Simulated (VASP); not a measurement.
# PtSe2 (P-3m1) in VASP: single point with HSE06

Aim: the single point of PtSe2 with HSE06.

Program: VASP 6.6.1. These are calculated values, not measurements. Logs are shortened: lines on timing, memory, paths and dates and some standing lists are left out, and cuts for length are marked.

## Step 1: The cell of the first run

It takes space group P-3m1 (No. 164, trigonal). Conventional cell: a = 3.673 Å, b = 3.673 Å, c = 5.198 Å, α = 90.00°, β = 90.00°, γ = 120.00°. Pt (site symmetry -3m) has 6 Se at 2.50 Å within 3.3 Å. Within 3.4 Å of Se (site symmetry 3m) lie 3 Pt at 2.50 Å and 6 Se at 3.32 to 3.39 Å.

## Step 2: Single point, HSE06 (strain -1.5%)

POSCAR

```
PtSe2
1.0
    3.6727206110      0.0000000000      0.0000000000
   -1.8363603055      3.1806693501      0.0000000000
    0.0000000000      0.0000000000      5.1979992504
Pt Se
1 2
Direct
    0.0000000000      0.0000000000      0.0000000000
    0.3333333333      0.6666666667      0.2544279849
    0.6666666667      0.3333333333      0.7455720151
```

INCAR.step1

```
SYSTEM = PtSe2
ALGO = Normal
EDIFF = 1E-5
ENCUT = 520
GGA = PE
ISIF = 2
ISMEAR = -1
KPAR = 4
LASPH = .True.
LCHARG = .False.
LREAL = .False.
LWAVE = .True.
NBANDS = 18
NELM = 60
PREC = Accurate
SIGMA = 0.02
```

INCAR.step2

```
SYSTEM = PtSe2
ALGO = Normal
EDIFF = 1E-6
ENCUT = 520
GGA = PE
HFSCREEN = 0.2079
ISIF = 2
ISMEAR = -1
ISTART = 1
KPAR = 4
LASPH = .True.
LCHARG = .False.
LHFCALC = .True.
LREAL = .False.
LWAVE = .False.
NBANDS = 18
NELM = 60
PREC = Accurate
PRECFOCK = Normal
SIGMA = 0.02
```

KPOINTS

```
k-points
0
Gamma
  6 6 4
  0 0 0
```

Potentials or basis: VASP PAW PBE potentials, release 64 (Pt, Se).

The run is started by

```sh
$ cat potpaw_PBE.64/Pt/POTCAR potpaw_PBE.64/Se/POTCAR > POTCAR
$ cp INCAR.step1 INCAR
$ mpirun -np 4 vasp_std > vasp.out
$ cp INCAR.step2 INCAR
$ mpirun -np 4 vasp_std > vasp.out
```

OUTCAR:

```text
SYSTEM = PtSe2
   EDIFF = 1E-6
   ENCUT = 520
   GGA = PE
   HFSCREEN = 0.2079
   ISIF = 2
   ISMEAR = -1
   ISTART = 1
   LASPH = .True.
   LHFCALC = .True.
   LREAL = .False.
   NELM = 60
   PREC = Accurate
   PRECFOCK = Normal

 ion  position               nearest neighbor table
   1  0.000  0.000  0.000-   2 2.50   3 2.50   2 2.50   3 2.50   3 2.50   2 2.50
   2  0.333  0.667  0.254-   1 2.50   1 2.50   1 2.50
   3  0.667  0.333  0.746-   1 2.50   1 2.50   1 2.50

  LATTYP: Found a hexagonal cell.
 ALAT       =     3.6727206110
 C/A-ratio  =     1.4152993927

  Lattice vectors:

 A1 = (   3.6727206110,   0.0000000000,   0.0000000000)
 A2 = (  -1.8363603055,   3.1806693501,   0.0000000000)
 A3 = (   0.0000000000,   0.0000000000,   5.1979992504)

Analysis of symmetry for initial positions (statically):
=====================================================================
 Subroutine PRICEL returns:
 Original cell was already a primitive cell.

 Routine SETGRP: Setting up the symmetry group for a
 hexagonal supercell.

 Subroutine GETGRP returns: Found 12 space group operations
 (whereof 12 operations were pure point group operations)
 out of a pool of 24 trial point group operations.

The static configuration has the point symmetry D_3d.

Analysis of symmetry for dynamics (positions and initial velocities):
=====================================================================
 Subroutine PRICEL returns:
 Original cell was already a primitive cell.

 Routine SETGRP: Setting up the symmetry group for a
 hexagonal supercell.

 Subroutine GETGRP returns: Found 12 space group operations
 (whereof 12 operations were pure point group operations)
 out of a pool of 24 trial point group operations.

The dynamic configuration has the point symmetry D_3d.

 Subroutine INISYM returns: Found 12 space group operations
 (whereof 12 operations are pure point group operations),
 and found     1 'primitive' translations

----------------------------------------------------------------------------------------

                                     Primitive cell

  volume of cell :      60.7215

  direct lattice vectors                    reciprocal lattice vectors
     3.672720611  0.000000000  0.000000000     0.272277722  0.157199616  0.000000000
    -1.836360305  3.180669350  0.000000000     0.000000000  0.314399232  0.000000000
     0.000000000  0.000000000  5.197999250     0.000000000  0.000000000  0.192381713

  length of vectors
     3.672720611  3.672720611  5.197999250     0.314399232  0.314399232  0.192381713

  position of ions in fractional coordinates (direct lattice)
     0.000000000  0.000000000  0.000000000
     0.333333333  0.666666667  0.254427985
     0.666666667  0.333333333  0.745572015

  ion indices of the primitive-cell ions
   primitive index   ion index
                 1           1
                 2           2
                 3           3

----------------------------------------------------------------------------------------

 KPOINTS: k-points

Automatic generation of k-mesh.
 Grid dimensions read from file:
 generate k-points for:    6    6    4

 Generating k-lattice:

  Cartesian coordinates                     Fractional coordinates (reciprocal lattice)
     0.045379620  0.026199936  0.000000000     0.166666667 -0.000000000  0.000000000
     0.000000000  0.052399872  0.000000000     0.000000000  0.166666667  0.000000000
     0.000000000  0.000000000  0.048095428     0.000000000  0.000000000  0.250000000

  Length of vectors
     0.052399872  0.052399872  0.048095428

  Shift w.r.t. Gamma in fractional coordinates (k-lattice)
     0.000000000  0.000000000  0.000000000

 Subroutine IBZKPT returns following result:
 ===========================================

 Found     24 irreducible k-points:

 Following reciprocal coordinates:
            Coordinates               Weight
  0.000000  0.000000  0.000000      1.000000
  0.166667  0.000000  0.000000      6.000000
  0.333333  0.000000  0.000000      6.000000
  0.500000 -0.000000  0.000000      3.000000
  0.166667  0.166667  0.000000      6.000000
  0.333333  0.166667  0.000000     12.000000
[... 16 lines left out ...]
  0.333333  0.166667  0.500000     12.000000
  0.333333  0.333333  0.500000      2.000000
   k-points           NKPTS =     24   k-points in BZ     NKDIM =    144   number of bands    NBANDS=     18
   number of dos      NEDOS =    301   number of ions     NIONS =      3
   total plane-waves  NPLWV =  31360
   dimension x,y,z NGX =    28 NGY =   28 NGZ =   40
   dimension x,y,z NGXF=    56 NGYF=   56 NGZF=   80
   ions per type =               1   2
   NGX,Y,Z   is equivalent  to a cutoff of  12.67, 12.67, 12.79 a.u.
   NGXF,Y,Z  is equivalent  to a cutoff of  25.35, 25.35, 25.59 a.u.
 SYSTEM =  PtSe2
   PREC   = accura    normal or accurate (medium, high low for compatibility)
   ISTART =      1    job   : 0-new  1-cont  2-samecut
   ICHARG =      0    charge: 1-file 2-atom 10-const
   ISPIN  =      1    spin polarized calculation?
   LNONCOLLINEAR =      F non collinear calculations
   LSORBIT =      F    spin-orbit coupling
   LASPH  =      T    aspherical Exc in radial PAW
   ENCUT  =  520.0 eV  38.22 Ry    6.18 a.u.   6.83  6.83  9.66*2*pi/ulx,y,z
   NELM   =     60;   NELMIN=  2; NELMDL=  0     # of ELM steps
   EDIFF  = 0.1E-05   stopping-criterion for ELM
   LREAL  =      F    real-space projection
   EDIFFG = 0.1E-04   stopping-criterion for IOM
   NSW    =      0    number of steps for IOM
   IBRION =     -1    ionic relax: 0-MD 1-quasi-New 2-CG
   NFREE  =      0    steps in history (QN), initial steepest desc. (CG)
   ISIF   =      2    stress and relaxation
   ISYM   =      3    0-nonsym 1-usesym 2-fastsym
   POTIM  = 0.5000    time-step for ionic-motion
   TEBEG  =    0.0;   TEEND  =   0.0 temperature during run
   PSTRESS=    0.0 pullay stress
   NELECT =      22.0000    total number of electrons
   NUPDOWN=      -1.0000    fix difference up-down
   EMIN   =  10.00;   EMAX   =-10.00  energy-range for DOS
   EFERMI =   0.00;   METHOD = LEGACY
   ISMEAR =    -1;   SIGMA  =   0.02  broadening in eV -4-tet -1-fermi 0-gaus
   EFERMI_NEDOS =   21; number of points for ismear=-14 and -15
   IALGO  =     38    algorithm
   IMIX   =      1    mixing-type and parameters
     AMIX     =   0.40;   BMIX     =  1.00
     AMIX_MAG =   1.60;   BMIX_MAG =  1.00
  volume/ion in A,a.u.               =      20.24       136.59
  Fermi-wavevector in a.u.,A,eV,Ry     =   1.167082  2.205466 18.532241  1.362081
  Thomas-Fermi vector in A             =   2.303587
   LORBIT       =      0    0 simple, 1 ext, 2 COOP (PROOUT), +10 PAW based schemes
   GGA     = PE    functional components
   LHFCALC =     T    Hartree Fock is set to
   PRECFOCK=normal    Normal, Fast or Accurate (Low or Medium for compatibility)
   ENCUT4O =  -1.0   cutoff for four orbital integrals eV
   NKREDX  =     1    reduce k-point grid by
   NKREDY  =     1    reduce k-point grid by
   NKREDZ  =     1    reduce k-point grid by
   AEXX    =    0.2500 exact exchange contribution
   HFSCREEN=    0.2079 screening length (either q_TF or 0.3 A-1)
   HFSCREENC=   0.2079 screening length for correlation (either q_TF or 0.3 A-1)
   ENCUTFOCK=  -1.0 apply spherical cutoff to Coloumb kernel
   IVDW    =     0    specifies the selected vdW correction
   LEPSILON=     F    determine dielectric tensor
   LRPA    =     F    only Hartree local field effects (RPA)
 non-spin polarized calculation
  energy-cutoff  :      520.00
  volume of cell :       60.72
 maximum number of plane-waves:      1659
 NGX is ok and might be reduce to    28
  NGX = 24; NGY = 24; NGZ = 30

 number of electron      22.0000002 magnetization

 Free energy of the ion-electron system (eV)
  ---------------------------------------------------
  ext. energy  EPLUGINS =         0.00000000
  ---------------------------------------------------
  free energy    TOTEN  =       -17.17813450 eV

  energy without entropy =      -17.17746019  energy(sigma->0) =      -17.17779734

 E-fermi :   6.5496     XC(G=0):  -8.7937

 val. band max:        6.0735573219   @ k =   0.0000   0.1667   0.2500
 cond. band min:       6.5726193361   @ k =   0.3333   0.3333   0.0000
 fundamental gap:      0.4990620142
 Fermi energy:         6.5496368746

 k-point     1 :       0.0000    0.0000    0.0000
  band No.  band energies     occupation
      1     -11.0405      2.00000
      2      -8.0918      2.00000
      3      -2.0447      2.00000
      4      -0.9160      2.00000
      5      -0.9160      2.00000
      6       1.2521      2.00000
[... 10 lines left out ...]
     17      14.5116      0.00000
     18      19.2476      0.00000

 k-point     2 :       0.1667    0.0000    0.0000
  band No.  band energies     occupation
      1     -10.6952      2.00000
      2      -8.2037      2.00000
      3      -1.6337      2.00000
      4      -0.7623      2.00000
      5      -0.6977      2.00000
      6       0.8776      2.00000
[... 10 lines left out ...]
     17      15.4613      0.00000
     18      16.1297      0.00000

 k-point     3 :       0.3333    0.0000    0.0000
  band No.  band energies     occupation
      1      -9.8189      2.00000
      2      -8.4787      2.00000
      3      -1.2043      2.00000
      4      -0.4591      2.00000
      5      -0.3487      2.00000
      6       0.1933      2.00000
[... 10 lines left out ...]
     17      15.0063      0.00000
     18      16.3437      0.00000

 k-point     4 :       0.5000   -0.0000    0.0000
  band No.  band energies     occupation
      1      -8.9596      2.00000
      2      -8.9307      2.00000
      3      -2.0439      2.00000
      4      -0.3041      2.00000
      5      -0.0846      2.00000
      6       1.3965      2.00000
[... 10 lines left out ...]
     17      14.4039      0.00000
     18      18.5576      0.00000

 k-point     5 :       0.1667    0.1667    0.0000
  band No.  band energies     occupation
      1     -10.0811      2.00000
      2      -8.3841      2.00000
      3      -0.9371      2.00000
      4      -0.5711      2.00000
      5      -0.4853      2.00000
      6       0.2161      2.00000
[... 10 lines left out ...]
     17      15.2875      0.00000
     18      15.7357      0.00000

 k-point     6 :       0.3333    0.1667    0.0000
  band No.  band energies     occupation
      1      -9.2114      2.00000
      2      -8.6599      2.00000
      3      -1.5547      2.00000
      4      -0.6113      2.00000
      5      -0.0083      2.00000
      6       0.3258      2.00000
[... 10 lines left out ...]
     17      16.3330      0.00000
     18      16.5481      0.00000

 k-point     7 :       0.3333    0.3333    0.0000
  band No.  band energies     occupation
      1      -8.7984      2.00000
      2      -8.7984      2.00000
      3      -1.3977      2.00000
      4      -0.7748      2.00000
      5      -0.7748      2.00000
      6       0.6432      2.00000
[... 10 lines left out ...]
     17      15.9669      0.00000
     18      17.8072      0.00000

 k-point     8 :       0.0000    0.0000    0.2500
  band No.  band energies     occupation
      1     -10.7958      2.00000
      2      -8.6441      2.00000
      3      -1.2546      2.00000
      4      -0.8891      2.00000
      5      -0.8891      2.00000
      6       1.2366      2.00000
[... 10 lines left out ...]
     17      14.3173      0.00000
     18      17.5784      0.00000
[... 229 lines left out ...]
     17      15.2757      0.00000
     18      15.3748      0.00000

 k-point    20 :       0.3333    0.0000    0.5000
  band No.  band energies     occupation
      1      -9.3612      2.00000
      2      -8.9886      2.00000
      3      -1.6308      2.00000
      4      -0.8134      2.00000
      5      -0.4738      2.00000
      6       0.6178      2.00000
[... 10 lines left out ...]
     17      16.4236      0.00000
     18      17.2323      0.00000

 k-point    21 :       0.5000   -0.0000    0.5000
  band No.  band energies     occupation
      1      -9.1646      2.00000
      2      -8.6019      2.00000
      3      -2.3646      2.00000
      4      -0.5163      2.00000
      5      -0.3131      2.00000
      6       0.3796      2.00000
[... 10 lines left out ...]
     17      16.6160      0.00000
     18      17.4166      0.00000

 k-point    22 :       0.1667    0.1667    0.5000
  band No.  band energies     occupation
      1      -9.5076      2.00000
      2      -9.1071      2.00000
      3      -1.3815      2.00000
      4      -0.8481      2.00000
      5      -0.0170      2.00000
      6       0.5233      2.00000
[... 10 lines left out ...]
     17      15.2548      0.00000
     18      15.9611      0.00000

 k-point    23 :       0.3333    0.1667    0.5000
  band No.  band energies     occupation
      1      -9.0474      2.00000
      2      -8.7670      2.00000
      3      -1.8132      2.00000
      4      -0.9828      2.00000
      5      -0.0169      2.00000
      6       0.6399      2.00000
[... 10 lines left out ...]
     17      15.4093      0.00000
     18      16.9182      0.00000

 k-point    24 :       0.3333    0.3333    0.5000
  band No.  band energies     occupation
      1      -8.7768      2.00000
      2      -8.7768      2.00000
      3      -1.0659      2.00000
      4      -1.0659      2.00000
      5      -0.7148      2.00000
      6       1.0642      2.00000
[... 10 lines left out ...]
     17      14.7164      0.00000
     18      17.0570      0.00000

------------------------ aborting loop because EDIFF is reached ----------------------------------------

  FORCE on cell =-STRESS in cart. coord.  units (eV):
  Direction    XX          YY          ZZ          XY          YZ          ZX
  --------------------------------------------------------------------------------------
  -------------------------------------------------------------------------------------
  Total        1.2822988      1.2822988      0.3210470     -0.0000000      0.0000000      0.0000000
  in kB       33.8342989     33.8342989      8.4710377     -0.0000000      0.0000000      0.0000000
  external PRESSURE =      25.3798785 kB  Pullay stress =       0.0000000 kB

 VOLUME and BASIS-vectors are now :
 -----------------------------------------------------------------------------
  energy-cutoff  :      520.00
  volume of cell :       60.72
      direct lattice vectors                 reciprocal lattice vectors
     3.672720611  0.000000000  0.000000000     0.272277722  0.157199616  0.000000000
    -1.836360305  3.180669350  0.000000000     0.000000000  0.314399232  0.000000000
     0.000000000  0.000000000  5.197999250     0.000000000  0.000000000  0.192381713

 POSITION                                       TOTAL-FORCE (eV/Angst)
 -----------------------------------------------------------------------------------
      0.00000      0.00000      0.00000        -0.000000      0.000000      0.000000
     -0.00000      2.12045      1.32252         0.000000      0.000000     -0.305103
      1.83636      1.06022      3.87548        -0.000000     -0.000000      0.305103
 -----------------------------------------------------------------------------------
    total drift:                               -0.000000     -0.000000     -0.000002

  FREE ENERGIE OF THE ION-ELECTRON SYSTEM (eV)
  ---------------------------------------------------
  free  energy   TOTEN  =       -17.1781344952 eV

  energy  without entropy=      -17.1774601904  energy(sigma->0) =      -17.17779734
```

Wall time 24 min (4 MPI ranks of Intel Xeon Platinum 8375C at 2.90GHz (Ice Lake), shared host); peak memory 0.3 GiB.

What came out:

```
Free energy            : -17.1781 eV
Pressure               : 2.5 GPa
Largest force          : 0.305 eV/Å
Band gap on the k mesh : zero (bands 11 and 12 overlap by 0.06 eV)
```

Forces in eV/Å, atoms in the order of the input:
```
Pt   0.000  0.000  0.000
Se   0.000  0.000 -0.305
Se   0.000  0.000  0.305
```

Levels at points of the mesh, in eV from the Fermi level:
```tsv
k point	band 9	band 10	band 11	band 12	band 13	band 14
(0.00, 0.00, 0.00)	-1.43	-1.43	0.08	1.54	1.54	4.05
(0.50, 0.00, 0.00)	-4.59	-4.07	-3.89	0.76	2.51	5.29
(0.00, 0.00, 0.50)	-2.53	-1.88	-1.88	2.45	2.45	5.17
(0.50, 0.00, 0.50)	-4.36	-3.32	-2.05	1.04	1.88	4.82
```

Caveat: the cell differs from its parent crystal (strain -1.5%); the PAW data sets were made with another functional, which shifts forces and pressure a little; spin-orbit coupling is left out, which moves the levels of the heavy elements.

The gap in the log of VASP goes by the Fermi energy; the results here count the filled bands.